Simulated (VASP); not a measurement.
Set up this calculation in VASP 6.6.1, as the native input.

```
Task                   : electric field gradients
Functional             : PBEsol
Potentials or basis    : VASP PAW PBE potentials, release 64 (Zn, S)
Cutoff                 : 520 eV
k mesh                 : 8 × 8 × 5
Occupations            : fermi-dirac, width 0.03 eV
Spin                   : no spin polarisation
Dipole correction      : no
Further INCAR settings : ALGO = Normal; EDIFF = 1e-08; NBANDS = 26
```

The structure of ZnS lies in POSCAR:

```
ZnS
1.0
    3.8109987816      0.0000000000      0.0000000000
   -1.9054993908      3.3004217586      0.0000000000
    0.0000000000      0.0000000000      6.1716600000
Zn S
2 2
Direct
    0.3333333333      0.6666666667      0.0000000000
    0.6666666667      0.3333333333      0.5000000000
    0.3333333333      0.6666666667      0.3850000000
    0.6666666667      0.3333333333      0.8850000000
```

This cell differs from its parent crystal: zz strain of -1 %.

These files were run (other wordings do the same):

INCAR

```
PREC = Accurate
ENCUT = 520
EDIFF = 1E-8
ISMEAR = -1
SIGMA = 0.03
LREAL = F
LASPH = T
NELM = 80
ALGO = Normal
ISIF = 2
LWAVE = F
LCHARG = F
GGA = PS
LEFG = T
NBANDS = 26
```

KPOINTS

```
Automatic mesh
0
Gamma
  8 8 5
```

Potentials or basis: VASP PAW PBE potentials, release 64 (Zn, S).

Run with:

```sh
$ cat potpaw_PBE.64/Zn/POTCAR potpaw_PBE.64/S/POTCAR > POTCAR
$ mpirun -np 1 vasp_std > vasp.out
```

It gave:

The pressure is -0.4 GPa and the largest force is 0.269 eV/Å. The band gap on the k mesh is 2.14 eV and the largest electric field gradient by atom is Zn +15.0; S -7.0 V/Å².

Caveat: the cell differs from its parent crystal (zz strain of -1 %); without QUAD_EFG the Cq values of the log hold for a quadrupole moment of 1 mb, not for the nuclei; the PAW data sets were made with another functional, which shifts forces and pressure a little.

Wall time 89 s on 1 thread of Intel Xeon 8259CL, on a shared host, peak memory 0.21 GiB.
